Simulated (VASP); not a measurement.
**Ni: single point with LDA**

The system is Ni.

```
CELL_PARAMETERS angstrom
0.00000 1.77802 1.77802
1.77802 0.00000 1.77802
1.77802 1.77802 0.00000
ATOMIC_POSITIONS crystal
Ni 0.00000 0.00000 0.00000
```

```yaml
Program: VASP 6.6.1
Task: single point
Functional: LDA
Potentials_or_basis: VASP PAW LDA potentials, release 64 (Ni)
Cutoff: 520 eV
k_mesh: 24 × 24 × 24
Occupations: gaussian, width 0.15 eV
Spin: no spin polarisation
```

- Pressure: -22.5 GPa
- Band gap on the k mesh: zero (bands 5 and 6 overlap by 0.90 eV)

Levels at points of the mesh, in eV from the Fermi level:
```csv
k point,band 2,band 3,band 4,band 5,band 6,band 7,band 8,band 9
"(0.00, 0.00, 0.00)",-1.79,-1.79,-1.79,-0.71,-0.71,23.65,27.18,27.18
"(0.50, 0.00, 0.00)",-1.81,-1.81,-0.03,-0.02,-0.02,5.83,22.18,24.21
"(0.50, 0.50, 0.00)",-3.53,-0.01,0.15,0.15,2.61,9.28,14.66,14.66
```

It took 78 s on 1 thread of Intel(R) Xeon(R) Platinum 8259CL CPU @ 2.50GHz (Skylake/Cascade Lake), with other jobs on the host, peak memory 0.16 GiB.

Caveat: the cell stands under tension; the run has no spin polarisation, though such a crystal can be magnetic. Spin polarisation is off, so any magnetic state and its effect on volume and gap are missing.
